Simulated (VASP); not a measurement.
Set up this calculation in VASP 6.6.1, as the native input.

```yaml
Task: single point
Functional: PBEsol
Potentials_or_basis: VASP PAW PBE potentials, release 64 (Si)
Cutoff: 520 eV
k_mesh: 8 × 8 × 8
Occupations: fermi-dirac, width 0.05 eV
Spin: no spin polarisation
Dipole_correction: no
Further_INCAR_settings: ALGO = Normal; EDIFF = 1e-06; NBANDS = 11
```

The structure of Si lies in POSCAR:

```
Si
1.0
    0.0000000000      2.7163912418      2.7163912418
    2.7163912418      0.0000000000      2.7163912418
    2.7163912418      2.7163912418      0.0000000000
Si
2
Direct
    0.5000000000      0.5000000000      0.5000000000
    0.7500000000      0.7500000000      0.7500000000
```

These files were run (other wordings do the same):

INCAR

```
SYSTEM = Si
  ALGO = Normal
  EDIFF = 1E-6
  ENCUT = 520
  GGA = PS
  ISIF = 2
  ISMEAR = -1
  LASPH = .TRUE.
  LCHARG = .TRUE.
  LELF = .TRUE.
  LREAL = .FALSE.
  LVHAR = .TRUE.
  LWAVE = .FALSE.
  NBANDS = 11
  NELM = 60
  PREC = Accurate
  SIGMA = 0.05
```

KPOINTS

```
k-points
0
G
  8 8 8
  0 0 0
```

Potentials or basis: VASP PAW PBE potentials, release 64 (Si).

Command:

```bash
$ cat potpaw_PBE.64/Si/POTCAR > POTCAR
$ mpirun -np 1 vasp_std > vasp.out
```

Results of the run:

```json
{
  "Pressure": "0.2 GPa",
  "Band gap on the k mesh": "0.50 eV, indirect (least direct gap 2.52 eV)"
}
```

Caveat: the PAW data sets were made with another functional, which shifts forces and pressure a little.

It took 16 s on 1 thread of AMD EPYC 7R43 64-Core Processor (Zen 3) (shared host), peak memory 0.12 GiB.
